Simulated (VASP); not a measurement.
Input of a VASP 6.6.1 run:

Contents of INCAR:

```
SYSTEM = InO
PREC     = Accurate       ! precision mode
ENCUT    = 520            ! plane-wave cutoff, eV
EDIFF    = 1E-7           ! SCF threshold, eV
ISMEAR   = 0              ! smearing method
SIGMA    = 0.01           ! smearing width, eV
LREAL    = .FALSE.        ! projectors in reciprocal space
LASPH    = .TRUE.         ! aspherical terms in the spheres
NELM     = 100            ! most SCF steps
ALGO     = Normal         ! electronic algorithm
ISIF     = 2              ! what is computed and relaxed
LWAVE    = .FALSE.        ! write WAVECAR
LCHARG   = .TRUE.         ! write CHGCAR
GGA      = PE             ! functional
LELF     = .TRUE.         ! ELF
LVHAR    = .TRUE.       
NBANDS   = 27             ! bands
```

File KPOINTS:

```
Automatic mesh
0
G
  6 6 1
  0 0 0
```

Contents of POSCAR:

```
InO
1.0
    3.4536138000      0.0000000000      0.0000000000
   -1.7268069000      2.9909172900      0.0000000000
    0.0000000000      0.0000000000     15.8771000000
In O
2 2
Direct
    0.6666666667      0.3333333333      0.5900210000
    0.6666666667      0.3333333333      0.4099790000
    0.0000000000      0.0000000000      0.6398670000
    0.0000000000      0.0000000000      0.3601330000
```

Potentials or basis: VASP PAW PBE potentials, release 64 (In_d, O).

The run is started by

```bash
$ cat potpaw_PBE.64/In_d/POTCAR potpaw_PBE.64/O/POTCAR > POTCAR
$ mpirun -np 1 vasp_std > vasp.out
```

(1) What does it give for the largest force?

(2) What does it give for the band gap on the k mesh?

Results:

(1) 0.011 eV/Å.

(2) 0.36 eV, indirect (least direct gap 1.09 eV).

Caveat: spin-orbit coupling is left out, which moves the levels of the heavy elements.
